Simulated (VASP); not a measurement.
# SiO2 (Imma) in VASP: a series of runs

Runs on SiO2. Level: r2SCAN. Tasks: single point.

Everything below comes from runs of VASP 6.6.1. Logs are shortened: lines on timing, memory, paths and dates and some standing lists are left out, and cuts for length are marked.

## Step 1: The cell of the first run

Symmetry: Imma, No. 74, orthorhombic system. The conventional cell has a = 5.314 Å, b = 6.639 Å, c = 8.009 Å, α = 90.00°, β = 90.00°, γ = 90.00°. Si (site symmetry m) has 4 O at 1.55 to 1.60 Å within 2.1 Å. Within 2.1 Å of O (site symmetry mm2) lie 2 Si at 1.60 Å. Within 2.1 Å of O (site symmetry 2) lie 2 Si at 1.57 Å. O (site symmetry 2/m) has 2 Si at 1.55 Å within 2.1 Å.

## Step 2: Single point, r2SCAN

POSCAR reads:

```
SiO2
1.0
   -2.6572070660      3.3196508485      4.0044864065
    2.6572070660     -3.3196508485      4.0044864065
    2.6572070660      3.3196508485     -4.0044864065
Si O
4 8
Direct
    0.8334521923      0.8071225851      0.0263296071
    0.7192070220      0.1928774149      0.5263296071
    0.1665478077      0.1928774149      0.9736703929
    0.2807929780      0.8071225851      0.4736703929
   -0.0161601213      0.7338398787      0.2500000000
    1.0161601213      0.2661601213      0.7500000000
    0.6712123407      0.5000000000      0.6712123407
    0.3287876593      0.0000000000      0.8287876593
    0.3287876593      0.5000000000      0.3287876593
    0.6712123407      0.0000000000      0.1712123407
    0.0000000000      0.0000000000      0.0000000000
    0.5000000000      0.0000000000      0.5000000000
```

INCAR.step1 reads:

```
PREC     = Accurate       # precision mode
ENCUT    = 520            # plane-wave cutoff, eV
ISMEAR   = 0              # smearing method
SIGMA    = 0.02           # smearing width, eV
LREAL    = False          # projectors in reciprocal space
LASPH    = True           # aspherical terms in the spheres
NELM     = 100            # most SCF steps
NBANDS   = 44             # bands
GGA      = PE             # functional
ALGO     = Normal         # electronic algorithm
EDIFF    = 1E-4           # SCF threshold, eV
LWAVE    = True           # write WAVECAR
LCHARG   = False          # write CHGCAR
```

INCAR.step2 reads:

```
PREC     = Accurate       # precision mode
ENCUT    = 520            # plane-wave cutoff, eV
EDIFF    = 1E-7           # SCF threshold, eV
ISMEAR   = 0              # smearing method
SIGMA    = 0.02           # smearing width, eV
LREAL    = False          # projectors in reciprocal space
LASPH    = True           # aspherical terms in the spheres
NELM     = 100            # most SCF steps
ALGO     = Normal         # electronic algorithm
ISIF     = 2              # what is computed and relaxed
LWAVE    = False          # write WAVECAR
LCHARG   = False          # write CHGCAR
METAGGA  = R2SCAN         # meta-GGA
LMIXTAU  = True         
NBANDS   = 44             # bands
ISTART   = 1
```

KPOINTS reads:

```
regular mesh
0
Gamma
  6 6 6
```

Potentials or basis: VASP PAW PBE potentials, release 64 (Si, O).

Launch:

```bash
cat potpaw_PBE.64/Si/POTCAR potpaw_PBE.64/O/POTCAR > POTCAR
cp INCAR.step1 INCAR
mpirun -np 1 vasp_std > vasp.out
cp INCAR.step2 INCAR
mpirun -np 1 vasp_std > vasp.out
```

OUTCAR:

```text
PREC = Accurate
   ENCUT = 520
   EDIFF = 1E-7
   ISMEAR = 0
   LREAL = False
   LASPH = True
   NELM = 100
   ISIF = 2
   METAGGA = R2SCAN
   ISTART = 1

 ion  position               nearest neighbor table
   1  0.833  0.807  0.026-  11 1.55   7 1.57  10 1.57   5 1.60   2 2.81   2 2.81   4 2.97   3 3.11

   2  0.719  0.193  0.526-  12 1.55   7 1.57  10 1.57   6 1.60   1 2.81   1 2.81   3 2.97   4 3.11

   3  0.167  0.193  0.974-  11 1.55   9 1.57   8 1.57   6 1.60   4 2.81   4 2.81   2 2.97   1 3.11

   4  0.281  0.807  0.474-  12 1.55   9 1.57   8 1.57   5 1.60   3 2.81   3 2.81   1 2.97   2 3.11

   5  0.984  0.734  0.250-   1 1.60   4 1.60
   6  0.016  0.266  0.750-   3 1.60   2 1.60
   7  0.671  0.500  0.671-   2 1.57   1 1.57
   8  0.329  0.000  0.829-   4 1.57   3 1.57
   9  0.329  0.500  0.329-   4 1.57   3 1.57
  10  0.671  0.000  0.171-   2 1.57   1 1.57
  11  0.000  0.000  0.000-   1 1.55   3 1.55
  12  0.500  0.000  0.500-   2 1.55   4 1.55

  LATTYP: Found a body centered orthorhombic cell.
 ALAT       =     5.3144141320
 B/A-ratio  =     1.2493007756
 C/A-ratio  =     1.5070283599

  Lattice vectors:

 A1 = (  -2.6572070660,   3.3196508485,   4.0044864065)
 A2 = (   2.6572070660,  -3.3196508485,   4.0044864065)
 A3 = (   2.6572070660,   3.3196508485,  -4.0044864065)

Analysis of symmetry for initial positions (statically):
=====================================================================
 Subroutine PRICEL returns:
 Original cell was already a primitive cell.

 Routine SETGRP: Setting up the symmetry group for a
 body centered orthorhombic supercell.

 Subroutine GETGRP returns: Found  8 space group operations
 (whereof  4 operations were pure point group operations)
 out of a pool of  8 trial point group operations.

The static configuration has the point symmetry C_2h.
 The point group associated with its full space group is D_2h.

Analysis of symmetry for dynamics (positions and initial velocities):
=====================================================================
 Subroutine PRICEL returns:
 Original cell was already a primitive cell.

 Routine SETGRP: Setting up the symmetry group for a
 body centered orthorhombic supercell.

 Subroutine GETGRP returns: Found  8 space group operations
 (whereof  4 operations were pure point group operations)
 out of a pool of  8 trial point group operations.

The dynamic configuration has the point symmetry C_2h.
 The point group associated with its full space group is D_2h.

 Subroutine INISYM returns: Found  8 space group operations
 (whereof  4 operations are pure point group operations),
 and found     1 'primitive' translations

----------------------------------------------------------------------------------------

                                     Primitive cell

  volume of cell :     141.2943

  direct lattice vectors                    reciprocal lattice vectors
    -2.657207066  3.319650848  4.004486406     0.000000000  0.150618250  0.124859957
     2.657207066 -3.319650848  4.004486406     0.188167496  0.000000000  0.124859957
     2.657207066  3.319650848 -4.004486406     0.188167496  0.150618250  0.000000000

  length of vectors
     5.840953906  5.840953906  5.840953906     0.195642189  0.225825188  0.241024612

  position of ions in fractional coordinates (direct lattice)
     0.833452192  0.807122585  0.026329607
     0.719207022  0.192877415  0.526329607
     0.166547808  0.192877415  0.973670393
     0.280792978  0.807122585  0.473670393
     0.983839879  0.733839879  0.250000000
     0.016160121  0.266160121  0.750000000
     0.671212341  0.500000000  0.671212341
     0.328787659  0.000000000  0.828787659
     0.328787659  0.500000000  0.328787659
     0.671212341  0.000000000  0.171212341
     0.000000000  0.000000000  0.000000000
     0.500000000  0.000000000  0.500000000

  ion indices of the primitive-cell ions
   primitive index   ion index
                 1           1
                 2           2
                 3           3
                 4           4
                 5           5
                 6           6
                 7           7
                 8           8
                 9           9
                10          10
                11          11
                12          12

----------------------------------------------------------------------------------------

 KPOINTS: regular mesh

Automatic generation of k-mesh.
 Grid dimensions read from file:
 generate k-points for:    6    6    6

 Generating k-lattice:

  Cartesian coordinates                     Fractional coordinates (reciprocal lattice)
     0.000000000  0.025103042  0.020809993     0.166666667  0.000000000 -0.000000000
     0.031361249  0.000000000  0.020809993     0.000000000  0.166666667 -0.000000000
     0.031361249  0.025103042  0.000000000     0.000000000  0.000000000  0.166666667

  Length of vectors
     0.032607031  0.037637531  0.040170769

  Shift w.r.t. Gamma in fractional coordinates (k-lattice)
     0.000000000  0.000000000  0.000000000

 Subroutine IBZKPT returns following result:
 ===========================================

 Found     46 irreducible k-points:

 Following reciprocal coordinates:
            Coordinates               Weight
  0.000000  0.000000  0.000000      1.000000
  0.166667  0.000000  0.000000      4.000000
  0.333333  0.000000  0.000000      4.000000
  0.500000 -0.000000  0.000000      2.000000
  0.000000  0.166667  0.000000      4.000000
  0.166667  0.166667  0.000000      8.000000
[... 16 lines left out ...]
 -0.166667  0.166667  0.166667      2.000000
  0.166667  0.333333  0.166667      4.000000
 [... further k-points ...]
   k-points           NKPTS =     46   k-points in BZ     NKDIM =     46   number of bands    NBANDS=     44
   number of dos      NEDOS =    301   number of ions     NIONS =     12
   total plane-waves  NPLWV = 110592
   dimension x,y,z NGX =    48 NGY =   48 NGZ =   48
   dimension x,y,z NGXF=    96 NGYF=   96 NGZF=   96
   ions per type =               4   8
   NGX,Y,Z   is equivalent  to a cutoff of  13.66, 13.66, 13.66 a.u.
   NGXF,Y,Z  is equivalent  to a cutoff of  27.32, 27.32, 27.32 a.u.
 SYSTEM =  unknown system
   PREC   = accura    normal or accurate (medium, high low for compatibility)
   ISTART =      1    job   : 0-new  1-cont  2-samecut
   ICHARG =      0    charge: 1-file 2-atom 10-const
   ISPIN  =      1    spin polarized calculation?
   LNONCOLLINEAR =      F non collinear calculations
   LSORBIT =      F    spin-orbit coupling
   LASPH  =      T    aspherical Exc in radial PAW
   ENCUT  =  520.0 eV  38.22 Ry    6.18 a.u.  10.86 10.86 10.86*2*pi/ulx,y,z
   NELM   =    100;   NELMIN=  2; NELMDL=  0     # of ELM steps
   EDIFF  = 0.1E-06   stopping-criterion for ELM
   LREAL  =      F    real-space projection
   EDIFFG = 0.1E-05   stopping-criterion for IOM
   NSW    =      0    number of steps for IOM
   IBRION =     -1    ionic relax: 0-MD 1-quasi-New 2-CG
   NFREE  =      0    steps in history (QN), initial steepest desc. (CG)
   ISIF   =      2    stress and relaxation
   ISYM   =      2    0-nonsym 1-usesym 2-fastsym
   POTIM  = 0.5000    time-step for ionic-motion
   TEBEG  =    0.0;   TEEND  =   0.0 temperature during run
   PSTRESS=    0.0 pullay stress
   NELECT =      64.0000    total number of electrons
   NUPDOWN=      -1.0000    fix difference up-down
   EMIN   =  10.00;   EMAX   =-10.00  energy-range for DOS
   EFERMI =   0.00;   METHOD = LEGACY
   ISMEAR =     0;   SIGMA  =   0.02  broadening in eV -4-tet -1-fermi 0-gaus
   EFERMI_NEDOS =   21; number of points for ismear=-14 and -15
   IALGO  =     38    algorithm
   IMIX   =      4    mixing-type and parameters
     AMIX     =   0.40;   BMIX     =  1.00
     AMIX_MAG =   1.60;   BMIX_MAG =  1.00
  volume/ion in A,a.u.               =      11.77        79.46
  Fermi-wavevector in a.u.,A,eV,Ry     =   1.257264  2.375885 21.506916  1.580714
  Thomas-Fermi vector in A             =   2.390932
   LORBIT       =      0    0 simple, 1 ext, 2 COOP (PROOUT), +10 PAW based schemes
   METAGGA = R2SCAN    functional components
   LHFCALC =     F    Hartree Fock is set to
   AEXX    =    0.0000 exact exchange contribution
   IVDW    =     0    specifies the selected vdW correction
   LEPSILON=     F    determine dielectric tensor
   LRPA    =     F    only Hartree local field effects (RPA)
 non-spin polarized calculation
 Gauss-broadening in eV      SIGMA  =   0.02
  energy-cutoff  :      520.00
  volume of cell :      141.29
 maximum number of plane-waves:      3826
 NGX is ok and might be reduce to    48
   NGX = 21   NGY = 21   NGZ = 21

 number of electron      64.0000002 magnetization

 Free energy of the ion-electron system (eV)
  ---------------------------------------------------
  ext. energy  EPLUGINS =         0.00000000
  ---------------------------------------------------
  free energy    TOTEN  =      -116.04253534 eV

  energy without entropy =     -116.04253534  energy(sigma->0) =     -116.04253534

 E-fermi :   2.0146     XC(G=0):  -9.8686

 val. band max:        1.9072991576   @ k =   0.5000   0.5000   0.5000
 cond. band min:       7.8229498648   @ k =   0.0000   0.0000   0.0000
 fundamental gap:      5.9156507072
 Fermi energy:         2.0145982418

 k-point     1 :       0.0000    0.0000    0.0000
  band No.  band energies     occupation
      1     -19.8449      2.00000
      2     -18.2901      2.00000
      3     -17.8898      2.00000
      4     -17.7512      2.00000
      5     -17.6753      2.00000
      6     -17.6420      2.00000
[... 36 lines left out ...]
     43      14.0153      0.00000
     44      14.5935      0.00000

 k-point     2 :       0.1667    0.0000    0.0000
  band No.  band energies     occupation
      1     -19.7860      2.00000
      2     -18.5143      2.00000
      3     -17.8853      2.00000
      4     -17.7277      2.00000
      5     -17.6405      2.00000
      6     -17.5386      2.00000
[... 36 lines left out ...]
     43      14.0923      0.00000
     44      14.4951      0.00000

 k-point     3 :       0.3333    0.0000    0.0000
  band No.  band energies     occupation
      1     -19.6225      2.00000
      2     -18.8744      2.00000
      3     -17.9115      2.00000
      4     -17.7091      2.00000
      5     -17.6375      2.00000
      6     -17.3302      2.00000
[... 976 lines left out ...]
     43      14.3183      0.00000
     44      14.6042      0.00000

 k-point    24 :       0.1667    0.3333    0.1667
  band No.  band energies     occupation
      1     -19.1347      2.00000
      2     -18.8619      2.00000
      3     -18.5361      2.00000
      4     -18.1804      2.00000
      5     -17.3894      2.00000
      6     -17.3653      2.00000
[... 36 lines left out ...]
     43      14.3119      0.00000
     44      14.3584      0.00000

 [... further k-points ...]

------------------------ aborting loop because EDIFF is reached ----------------------------------------

  FORCE on cell =-STRESS in cart. coord.  units (eV):
  Direction    XX          YY          ZZ          XY          YZ          ZX
  --------------------------------------------------------------------------------------
  -------------------------------------------------------------------------------------
  Total       22.6252396     22.2758129     22.2365037      0.0000000     -0.0000000      0.0000000
  in kB      256.5542110    252.5919599    252.1462212      0.0000000     -0.0000000      0.0000000
  external PRESSURE =     253.7641307 kB  Pullay stress =       0.0000000 kB

 VOLUME and BASIS-vectors are now :
 -----------------------------------------------------------------------------
  energy-cutoff  :      520.00
  volume of cell :      141.29
      direct lattice vectors                 reciprocal lattice vectors
    -2.657207066  3.319650848  4.004486406     0.000000000  0.150618250  0.124859957
     2.657207066 -3.319650848  4.004486406     0.188167496  0.000000000  0.124859957
     2.657207066  3.319650848 -4.004486406     0.188167496  0.150618250  0.000000000

 POSITION                                       TOTAL-FORCE (eV/Angst)
 -----------------------------------------------------------------------------------
     -0.00000      0.17481      6.46422        -0.000000     -0.079446      0.021429
      0.00000      3.49446      1.54475        -0.000000     -0.079446     -0.021429
      2.65721      3.14484     -2.45974        -0.000000      0.079446     -0.021429
      2.65721     -0.17481      2.45974         0.000000      0.079446      0.021429
      0.00000      1.65983      5.87730        -0.000000      0.000000     -0.007860
      2.65721      1.65983     -1.87282         0.000000      0.000000      0.007860
      1.32860      2.79656      2.00224        -0.000000      0.003929     -0.000000
      1.32860      3.84275     -2.00224         0.000000     -0.003929     -0.000000
      1.32860      0.52310      2.00224         0.000000     -0.003929     -0.000000
     -1.32860      2.79656      2.00224        -0.000000      0.003929     -0.000000
      0.00000      0.00000      0.00000        -0.000000      0.000000     -0.000000
      0.00000      3.31965      0.00000        -0.000000      0.000000     -0.000000
 -----------------------------------------------------------------------------------
    total drift:                               -0.000001      0.000001      0.000001

  FREE ENERGIE OF THE ION-ELECTRON SYSTEM (eV)
  ---------------------------------------------------
  free  energy   TOTEN  =      -116.0425353417 eV

  energy  without entropy=     -116.0425353417  energy(sigma->0) =     -116.04253534
```

It took 12 min on 1 thread of Intel Xeon 6975P-C (Granite Rapids), shared host; peak memory 0.47 GiB.

What came out:

```
Free energy            : -116.0425 eV
Pressure               : 25.4 GPa
Largest force          : 0.082 eV/Å
Band gap on the k mesh : 5.92 eV (least direct gap 6.08 eV)
```

Forces on the atoms (eV/Å):
```
Si   0.000 -0.079  0.021
Si   0.000 -0.079 -0.021
Si   0.000  0.079 -0.021
Si   0.000  0.079  0.021
O    0.000  0.000 -0.008
O    0.000  0.000  0.008
O    0.000  0.004  0.000
O    0.000 -0.004  0.000
O    0.000 -0.004  0.000
O    0.000  0.004  0.000
O    0.000  0.000  0.000
O    0.000  0.000  0.000
```

Caveat: the cell stands under pressure; the PAW data sets were made with another functional, which shifts forces and pressure a little. A k mesh can miss the band edges.

[end of part 1 of 2]
